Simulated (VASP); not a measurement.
# AlFe (Pm-3m) in VASP: a series of runs, part 2 of 2

VASP 6.6.1. Earlier steps stand in the parts before.

## (4) Single point, PBE, collinear spin, ferromagnetic start

The input, INCAR:

```
SYSTEM = AlFe
PREC = Accurate
ENCUT = 600
EDIFF = 1E-6
ISMEAR = -1
SIGMA = 0.1
LREAL = .False.
LASPH = .True.
NELM = 200
ALGO = Normal
ISIF = 2
LWAVE = .False.
LCHARG = .False.
ISPIN = 2
MAGMOM = 0 0.18
LORBIT = 11
NUPDOWN = 0.18
LMAXMIX = 4
GGA = PE
NBANDS = 16
GGA_COMPAT = .False.
```

The input, KPOINTS:

```
regular mesh
0
Gamma
  11 11 11
  0 0 0
```

The input, POSCAR:

```
AlFe
1.0
    2.9100000000      0.0000000000      0.0000000000
    0.0000000000      2.9100000000      0.0000000000
    0.0000000000      0.0000000000      2.9100000000
Al Fe
1 1
Direct
    0.0000000000      0.0000000000      0.0000000000
    0.5000000000      0.5000000000      0.5000000000
```

Potentials or basis: VASP PAW PBE potentials, release 64 (Al, Fe).

Started as:

```console
cat potpaw_PBE.64/Al/POTCAR potpaw_PBE.64/Fe/POTCAR > POTCAR
mpirun -np 1 vasp_std > vasp.out
```

OUTCAR:

```text
SYSTEM = AlFe
   PREC = Accurate
   ENCUT = 600
   EDIFF = 1E-6
   ISMEAR = -1
   LREAL = .False.
   LASPH = .True.
   NELM = 200
   ISIF = 2
   ISPIN = 2
   LORBIT = 11
   NUPDOWN = 0.18
   GGA = PE

 ion  position               nearest neighbor table
   1  0.000  0.000  0.000-   2 2.52   2 2.52   2 2.52   2 2.52   2 2.52   2 2.52   2 2.52   2 2.52

   2  0.500  0.500  0.500-   1 2.52   1 2.52   1 2.52   1 2.52   1 2.52   1 2.52   1 2.52   1 2.52

  LATTYP: Found a simple cubic cell.
 ALAT       =     2.9100000000

  Lattice vectors:

 A1 = (   2.9100000000,   0.0000000000,   0.0000000000)
 A2 = (   0.0000000000,   2.9100000000,   0.0000000000)
 A3 = (   0.0000000000,   0.0000000000,   2.9100000000)

Analysis of symmetry for initial positions (statically):
=====================================================================
 Subroutine PRICEL returns:
 Original cell was already a primitive cell.

 Routine SETGRP: Setting up the symmetry group for a
 simple cubic supercell.

 Subroutine GETGRP returns: Found 48 space group operations
 (whereof 48 operations were pure point group operations)
 out of a pool of 48 trial point group operations.

The static configuration has the point symmetry O_h .

Analysis of symmetry for dynamics (positions and initial velocities):
=====================================================================
 Subroutine PRICEL returns:
 Original cell was already a primitive cell.

 Routine SETGRP: Setting up the symmetry group for a
 simple cubic supercell.

 Subroutine GETGRP returns: Found 48 space group operations
 (whereof 48 operations were pure point group operations)
 out of a pool of 48 trial point group operations.

The dynamic configuration has the point symmetry O_h .

Analysis of structural, dynamic, and magnetic symmetry:
=====================================================================
 Subroutine PRICEL returns:
 Original cell was already a primitive cell.

 Routine SETGRP: Setting up the symmetry group for a
 simple cubic supercell.

 Subroutine GETGRP returns: Found 48 space group operations
 (whereof 48 operations were pure point group operations)
 out of a pool of 48 trial point group operations.

The overall configuration has the point symmetry O_h .

 Subroutine INISYM returns: Found 48 space group operations
 (whereof 48 operations are pure point group operations),
 and found     1 'primitive' translations

----------------------------------------------------------------------------------------

                                     Primitive cell

  volume of cell :      24.6422

  direct lattice vectors                    reciprocal lattice vectors
     2.910000000  0.000000000  0.000000000     0.343642612  0.000000000  0.000000000
     0.000000000  2.910000000  0.000000000     0.000000000  0.343642612  0.000000000
     0.000000000  0.000000000  2.910000000     0.000000000  0.000000000  0.343642612

  length of vectors
     2.910000000  2.910000000  2.910000000     0.343642612  0.343642612  0.343642612

  position of ions in fractional coordinates (direct lattice)
     0.000000000  0.000000000  0.000000000
     0.500000000  0.500000000  0.500000000

  ion indices of the primitive-cell ions
   primitive index   ion index
[... 63 lines left out ...]
   NGXF,Y,Z  is equivalent  to a cutoff of  27.42, 27.42, 27.42 a.u.
 SYSTEM =  AlFe
   PREC   = accura    normal or accurate (medium, high low for compatibility)
   ISTART =      0    job   : 0-new  1-cont  2-samecut
   ICHARG =      2    charge: 1-file 2-atom 10-const
   ISPIN  =      2    spin polarized calculation?
   LNONCOLLINEAR =      F non collinear calculations
   LSORBIT =      F    spin-orbit coupling
   LASPH  =      T    aspherical Exc in radial PAW
   ENCUT  =  600.0 eV  44.10 Ry    6.64 a.u.   5.81  5.81  5.81*2*pi/ulx,y,z
   NELM   =    200;   NELMIN=  2; NELMDL= -5     # of ELM steps
   EDIFF  = 0.1E-05   stopping-criterion for ELM
   LREAL  =      F    real-space projection
   EDIFFG = 0.1E-04   stopping-criterion for IOM
   NSW    =      0    number of steps for IOM
   IBRION =     -1    ionic relax: 0-MD 1-quasi-New 2-CG
   NFREE  =      0    steps in history (QN), initial steepest desc. (CG)
   ISIF   =      2    stress and relaxation
   ISYM   =      2    0-nonsym 1-usesym 2-fastsym
   POTIM  = 0.5000    time-step for ionic-motion
   TEBEG  =    0.0;   TEEND  =   0.0 temperature during run
   PSTRESS=    0.0 pullay stress
   NELECT =      11.0000    total number of electrons
   NUPDOWN=       0.1800    fix difference up-down
   EMIN   =  10.00;   EMAX   =-10.00  energy-range for DOS
   EFERMI =   0.00;   METHOD = LEGACY
   ISMEAR =    -1;   SIGMA  =   0.10  broadening in eV -4-tet -1-fermi 0-gaus
   EFERMI_NEDOS =   21; number of points for ismear=-14 and -15
   IALGO  =     38    algorithm
   IMIX   =      4    mixing-type and parameters
     AMIX     =   0.40;   BMIX     =  1.00
     AMIX_MAG =   1.60;   BMIX_MAG =  1.00
  volume/ion in A,a.u.               =      12.32        83.15
  Fermi-wavevector in a.u.,A,eV,Ry     =   1.251160  2.364349 21.298567  1.565401
  Thomas-Fermi vector in A             =   2.385120
   LORBIT       =     11    0 simple, 1 ext, 2 COOP (PROOUT), +10 PAW based schemes
   GGA     = PE    functional components
   LHFCALC =     F    Hartree Fock is set to
   AEXX    =    0.0000 exact exchange contribution
   IVDW    =     0    specifies the selected vdW correction
   LEPSILON=     F    determine dielectric tensor
   LRPA    =     F    only Hartree local field effects (RPA)
 spin polarized calculation
  energy-cutoff  :      600.00
  volume of cell :       24.64
 maximum number of plane-waves:       840
 NGX is ok and might be reduce to    24
   NGX = 11   NGY = 11   NGZ = 11

 number of electron      10.9999994 magnetization       0.1800000

 Free energy of the ion-electron system (eV)
  ---------------------------------------------------
  ext. energy  EPLUGINS =         0.00000000
  ---------------------------------------------------
  free energy    TOTEN  =       -12.64086347 eV

  energy without entropy =      -12.54274687  energy(sigma->0) =      -12.59180517

 E-fermi :   7.5780     XC(G=0): -11.9721

 val. band max:        7.5721525505   @ k =   0.1818   0.1818   0.0000
 cond. band min:       7.5183801971   @ k =   0.4545   0.0909   0.0909
 fundamental gap:     -0.0537723534
 Fermi energy:         7.5112990118

 spin component 1

 k-point     1 :       0.0000    0.0000    0.0000
  band No.  band energies     occupation
      1      -2.5591      1.00000
      2       5.4018      1.00000
      3       5.4018      1.00000
      4       7.5560      0.39016
      5       7.5560      0.39015
      6       7.5560      0.39014
[... 435 lines left out ...]
      5       6.9109      0.99754
      6       7.4598      0.62609
[... 8 lines left out ...]
     15      27.4795      0.00000
     16      27.5402      0.00000

 [... further k-points ...]

 spin component 2

 k-point     1 :       0.0000    0.0000    0.0000
  band No.  band energies     occupation
      1      -2.5633      1.00000
      2       5.4938      1.00000
      3       5.4938      1.00000
      4       7.7815      0.11554
      5       7.7815      0.11554
      6       7.7815      0.11554
[... 435 lines left out ...]
      5       7.1044      0.99130
      6       7.6807      0.26371
[... 8 lines left out ...]
     15      27.4905      0.00000
     16      27.5460      0.00000

 [... further k-points ...]
[... 5 lines left out ...]
  --------------------------------------------------------------------------------------
  -------------------------------------------------------------------------------------
  Total       -1.0029247     -1.0029247     -1.0029247     -0.0000000      0.0000000     -0.0000000
  in kB      -65.2078570    -65.2078570    -65.2078570     -0.0000000      0.0000000     -0.0000000
  external PRESSURE =     -65.2078570 kB  Pullay stress =       0.0000000 kB

 VOLUME and BASIS-vectors are now :
 -----------------------------------------------------------------------------
  energy-cutoff  :      600.00
  volume of cell :       24.64
      direct lattice vectors                 reciprocal lattice vectors
     2.910000000  0.000000000  0.000000000     0.343642612  0.000000000  0.000000000
     0.000000000  2.910000000  0.000000000     0.000000000  0.343642612  0.000000000
     0.000000000  0.000000000  2.910000000     0.000000000  0.000000000  0.343642612

 POSITION                                       TOTAL-FORCE (eV/Angst)
 -----------------------------------------------------------------------------------
      0.00000      0.00000      0.00000         0.000000      0.000000      0.000000
      1.45500      1.45500      1.45500         0.000000      0.000000      0.000000
 -----------------------------------------------------------------------------------
    total drift:                                0.000000     -0.000000     -0.000000

  FREE ENERGIE OF THE ION-ELECTRON SYSTEM (eV)
  ---------------------------------------------------
  free  energy   TOTEN  =       -12.6408634660 eV

  energy  without entropy=      -12.5427468702  energy(sigma->0) =      -12.59180517

 total charge

# of ion       s       p       d       tot
------------------------------------------
    1        0.395   0.420   0.000   0.815
    2        0.416   0.469   6.463   7.348
--------------------------------------------------
tot          0.811   0.888   6.463   8.163

 magnetization (x)

# of ion       s       p       d       tot
------------------------------------------
    1       -0.002  -0.005   0.000  -0.007
    2       -0.000   0.000   0.196   0.196
--------------------------------------------------
tot         -0.002  -0.005   0.196   0.189
```

stdout:

```text
POSCAR found type information on POSCAR AlFe
 POSCAR found :  2 types and       2 ions
 scaLAPACK will be used
 LDA part: xc-table for (Slater+PW92), standard interpolation
 POSCAR, INCAR and KPOINTS ok, starting setup
 FFT: planning ... GRIDC
 FFT: planning ... GRID_SOFT
 FFT: planning ... GRID
 WAVECAR not read
 entering main loop
```

It took 24 s on 1 thread of Intel Xeon Platinum 8488C (Sapphire Rapids), shared host; peak memory 0.17 GiB.

Results:

| Item | Value |
| --- | --- |
| Free energy | -12.6409 eV |
| Pressure | -6.5 GPa |
| Net moment | 0.18 μB per cell |
| Site moments | Al -0.01; Fe +0.20 μB |
| Valence electrons inside the program's atomic spheres | Al 0.81; Fe 7.35 |

Caveat: the total moment is fixed, so each spin has its own Fermi level.

## (5) Single point, PBE, collinear spin, ferromagnetic start

The input, INCAR:

```
ALGO     = Normal         # electronic algorithm
EDIFF    = 1E-6           # SCF threshold, eV
ENCUT    = 600            # plane-wave cutoff, eV
GGA      = PE             # functional
GGA_COMPAT= F            
ISIF     = 2              # what is computed and relaxed
ISMEAR   = -1             # smearing method
ISPIN    = 2              # spin polarisation
LASPH    = T              # aspherical terms in the spheres
LCHARG   = F              # write CHGCAR
LMAXMIX  = 4              # l up to which the mixer works
LORBIT   = 11             # projections on sites
LREAL    = F              # projectors in reciprocal space
LWAVE    = F              # write WAVECAR
MAGMOM   = 0 0.18         # initial moments
NBANDS   = 16             # bands
NELM     = 200            # most SCF steps
NUPDOWN  = 0.18           # fixed moment
PREC     = Accurate       # precision mode
SIGMA    = 0.1            # smearing width, eV
```

The input, KPOINTS:

```
k-points
0
Gamma
  11 11 11
```

POSCAR is that of step 4.

Started as:

```console
cat potpaw_PBE.64/Al/POTCAR potpaw_PBE.64/Fe/POTCAR > POTCAR
mpirun -np 1 vasp_std > vasp.out
```

Run time: 23 s. Hardware: 1 thread of Intel Xeon Platinum 8488C (Sapphire Rapids), shared host; peak memory 0.17 GiB.

It converged, with:

* Free energy: -12.6409 eV
* Pressure: -6.5 GPa
* Net moment: 0.18 μB per cell
* Site moments: Al -0.01; Fe +0.20 μB
* Valence electrons inside the program's atomic spheres: Al 0.81; Fe 7.35

Caveat: the total moment is fixed, so each spin has its own Fermi level.

## (6) Single point, PBE, collinear spin, ferromagnetic start

The input, INCAR:

```
SYSTEM = AlFe
ALGO = Normal ; EDIFF = 1E-6
ENCUT = 600 ; GGA = PE
GGA_COMPAT = .False. ; ISIF = 2
ISMEAR = -1 ; ISPIN = 2
LASPH = .True. ; LCHARG = .False.
LMAXMIX = 4 ; LORBIT = 11
LREAL = .False. ; LWAVE = .False.
MAGMOM = 0 0.36 ; NBANDS = 16
NELM = 200 ; NUPDOWN = 0.36
PREC = Accurate ; SIGMA = 0.1
```

The input, KPOINTS:

```
k-points
0
Gamma
  11 11 11
  0 0 0
```

POSCAR is that of step 5.

Potentials or basis: VASP PAW PBE potentials, release 64 (Al, Fe).

Started as:

```console
cat potpaw_PBE.64/Al/POTCAR potpaw_PBE.64/Fe/POTCAR > POTCAR
mpirun -np 1 vasp_std > vasp.out
```

Wall time 22 s (1 thread of Intel Xeon Platinum 8488C (Sapphire Rapids), shared host); peak memory 0.17 GiB.

The run converged. Its results:

| Property | Result |
| --- | --- |
| Free energy | -12.6495 eV |
| Pressure | -6.3 GPa |
| Net moment | 0.36 μB per cell |
| Site moments | Al -0.01; Fe +0.39 μB |
| Valence electrons inside the program's atomic spheres | Al 0.81; Fe 7.35 |

Caveat: the total moment is fixed, so each spin has its own Fermi level.

## (7) Summary

| spin | fixed moment (μB) | pressure (GPa) | moment (μB) |
| --- | --- | --- | --- |
| collinear, zero start | 0.0 | -6.6 | 0.00 |
| collinear, ferromagnetic start | - | -5.7 | 0.71 |
| collinear, ferromagnetic start | 0.18 | -6.5 | 0.18 |
| collinear, ferromagnetic start | 0.36 | -6.3 | 0.36 |

Alike in all rows: task single point; level PBE; potentials or basis VASP PAW PBE potentials, release 64 (Al, Fe); cell as given; k mesh 11 × 11 × 11; cutoff (eV) 600; smearing fermi-dirac 0.1 eV.

Caveats: the total moment is fixed, so each spin has its own Fermi level (some runs).

Total energies depend on the potentials used, so only differences within one code and one set of settings carry meaning.
